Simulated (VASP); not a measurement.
Set up this calculation in VASP 6.6.1, as the native input.

```
Task                   : single point
Functional             : LDA
Potentials or basis    : VASP PAW LDA potentials, release 64 (Si)
Cutoff                 : 520 eV
k mesh                 : 21 × 21 × 20
Occupations            : gaussian, width 0.15 eV
Spin                   : no spin polarisation
Dipole correction      : no
Further INCAR settings : ALGO = Normal; EDIFF = 1e-06; NBANDS = 8
```

The structure of Si lies in POSCAR:

```
Si
1.0
    2.4895156742      0.0000000000      0.0000000000
   -1.2447578371      2.1559838169      0.0000000000
    0.0000000000      0.0000000000      2.3430366705
Si
1
Direct
    0.0000000000      0.0000000000      0.0000000000
```

This cell differs from its parent crystal: strain -0.050 along x and y, -0.050 along z.

One way to write it, as run:

INCAR

```
SYSTEM = Si
  ALGO = Normal
  EDIFF = 1E-6
  ENCUT = 520
  ISIF = 2
  ISMEAR = 0
  LASPH = .True.
  LCHARG = .False.
  LREAL = .False.
  LWAVE = .False.
  NBANDS = 8
  NELM = 80
  PREC = Accurate
  SIGMA = 0.15
```

KPOINTS

```
k-points
0
Gamma
  21 21 20
  0 0 0
```

Potentials or basis: VASP PAW LDA potentials, release 64 (Si).

Run with:

```sh
$ cat potpaw_LDA.64/Si/POTCAR > POTCAR
$ mpirun -np 1 vasp_std > vasp.out
```

Results of the run:

| Item | Value |
| --- | --- |
| Pressure | 23.9 GPa |
| Band gap on the k mesh | zero (band 2 reaches 19.42 eV, above the bottom of band 3 at 6.44 eV) |

Caveat: the cell differs from its parent crystal (strain -0.050 along x and y, -0.050 along z).

Wall time 15 s on 1 thread of Intel(R) Xeon(R) 6975P-C (Granite Rapids), with other jobs on the host, peak memory 0.14 GiB.
